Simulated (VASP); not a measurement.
ScGa5S:

```
Sc Ga S
1.0
     0.00000    4.27311    4.27311
     4.27311    0.00000    4.27311
     4.27311    4.27311    0.00000
Sc Ga S
1 5 1
Direct
  0.50000 0.50000 0.50000
  0.65568 0.65568 0.65568
  0.65568 0.65568 0.03296
  0.65568 0.03296 0.65568
  0.03296 0.65568 0.65568
  0.00000 0.00000 0.00000
  0.25000 0.25000 0.25000
```

- Program: VASP 6.6.1
- Task: relaxation of cell and atoms
- Functional: PBE
- Potentials or basis: VASP PAW PBE potentials, release 64 (Sc_sv, Ga_d, S)
- Cutoff: 600 eV
- k mesh: 3 × 3 × 3
- Occupations: gaussian, width 0.2 eV
- Spin: no spin polarisation

At the start: pressure 19.5 GPa; volume 22.29 Å³/atom.

Problem. Where does the relaxation end?

Solution. Over 7 steps the energy falls by 444.2 meV/atom and the volume is 32.27 Å³/atom (+44.8 %); space group F-43m (No. 216, to 0.05 Å).

Step by step:
```
step  energy change (eV)  largest force (eV/Å)  pressure (GPa)  volume (Å³)
   1              0.0000                2.0524           19.46       156.05
   2             -2.7378                1.7646           -0.01       225.52
   3             -2.7913                1.5963            1.64       211.64
   4             -2.7923                1.6469            1.21       214.82
   5             -3.0957                0.3235           -0.39       228.00
   6             -3.0996                0.1684           -0.52       229.70
   7             -3.1095                0.0115           -0.09       225.89
```

Final structure:
```yaml
crystal:
  lattice:
    - [0.00000, 4.83379, 4.83379]
    - [4.83379, 0.00000, 4.83379]
    - [4.83379, 4.83379, 0.00000]
  atoms:
    - { symbol: Sc, position: [0.50000, 0.50000, 0.50000] }
    - { symbol: Ga, position: [0.65500, 0.65500, 0.65500] }
    - { symbol: Ga, position: [0.65500, 0.65500, 0.03499] }
    - { symbol: Ga, position: [0.65500, 0.03499, 0.65500] }
    - { symbol: Ga, position: [0.03499, 0.65500, 0.65500] }
    - { symbol: Ga, position: [0.00000, 0.00000, 0.00000] }
    - { symbol: S, position: [0.25000, 0.25000, 0.25000] }
```

Caveat: the k points lie up to 0.38 Å⁻¹ apart in the final cell; the volume moved by over 15 % at a fixed basis, so the end points are rough; the relaxation stopped at a loose force limit of 0.08 eV/Å, so its end isn't a converged minimum.
